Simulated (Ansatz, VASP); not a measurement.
## P3C in VASP and in Ansatz

```xyz
4
Lattice="-2.6472 2.6472 2.6472 2.6472 -2.6472 2.6472 2.6472 2.6472 -2.6472" Properties=species:S:1:pos:R:3 pbc="T T T"
P     2.6472    0.0000    0.0000
P     0.0000    2.6472    0.0000
P     0.0000    0.0000    2.6472
C     0.0000    0.0000    0.0000
```

Change from the starting cell: species swapped into the Sb3Au type (Im-3m, No. 229).

Alike in both runs: task single point; functional PBE; k mesh 4 × 4 × 4; occupations gaussian, width 0.1 eV; no spin polarisation.

|  | VASP | Ansatz |
| --- | --- | --- |
| version | VASP 6.6.1 | Ansatz 0.2.0 |
| potentials or method | VASP PAW PBE potentials, release 64 (P, C), cutoff 600 eV | scalar-relativistic, plane waves, PAW |
| valence electrons in the cell | 19 | 19 |

|  | VASP | Ansatz | Ansatz less VASP |
| --- | --- | --- | --- |
| gap on the k mesh at the Fermi level (eV) | none | none | - |
| pressure (GPa) | -22.1 | -22.1 | +0.04 |

A gap of «none» marks a metal or a gap that the smearing closes.

The k mesh is coarse, so the values compare programs but aren't converged.
